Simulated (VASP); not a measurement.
AlSn:

```
Sn Al
1.0
     4.19811    0.00000    0.00000
    -2.09905    3.63567    0.00000
     0.00000    0.00000    3.30685
Sn Al
1 1
Direct
  0.33333 0.66667 0.50000
  0.00000 0.00000 0.00000
```

- Program: VASP 6.6.1
- Task: relaxation of cell and atoms
- Functional: PBEsol
- Potentials or basis: VASP PAW PBE potentials, release 64 (Sn_d, Al)
- Cutoff: 600 eV
- k mesh: 7 × 7 × 8
- Occupations: fermi-dirac, width 0.05 eV
- Spin: no spin polarisation

At the start: pressure -1.8 GPa; volume 25.24 Å³/atom.

**Question.** Where does the relaxation end?

**Answer.** Over 6 steps the energy falls by 5.2 meV/atom and the volume is 24.36 Å³/atom (-3.5 %); space group P-6m2 (No. 187, to 0.05 Å).

The path:
| step | energy change (eV) | largest force (eV/Å) | pressure (GPa) | volume (Å³) |
| --- | --- | --- | --- | --- |
| 1 | 0.0000 | 0.0000 | -1.83 | 50.47 |
| 2 | -0.0096 | 0.0000 | 0.37 | 48.40 |
| 3 | -0.0101 | 0.0000 | 0.04 | 48.73 |
| 4 | -0.0101 | 0.0000 | -0.03 | 48.76 |
| 5 | -0.0104 | 0.0000 | -0.04 | 48.73 |
| 6 | -0.0105 | 0.0000 | -0.03 | 48.72 |

Final structure:
```cif
data_structure
_symmetry_space_group_name_H-M 'P 1'
_symmetry_Int_Tables_number 1
_cell_length_a 4.1393
_cell_length_b 4.1393
_cell_length_c 3.2832
_cell_angle_alpha 90.000
_cell_angle_beta 90.000
_cell_angle_gamma 120.000
_cell_volume 48.72
loop_
_atom_site_label
_atom_site_type_symbol
_atom_site_fract_x
_atom_site_fract_y
_atom_site_fract_z
_atom_site_occupancy
Sn1 Sn 0.33333 0.66667 0.50000 1
Al1 Al 0.00000 0.00000 0.00000 1
```

Caveat: the PAW data sets were made with another functional, which shifts forces and pressure a little.
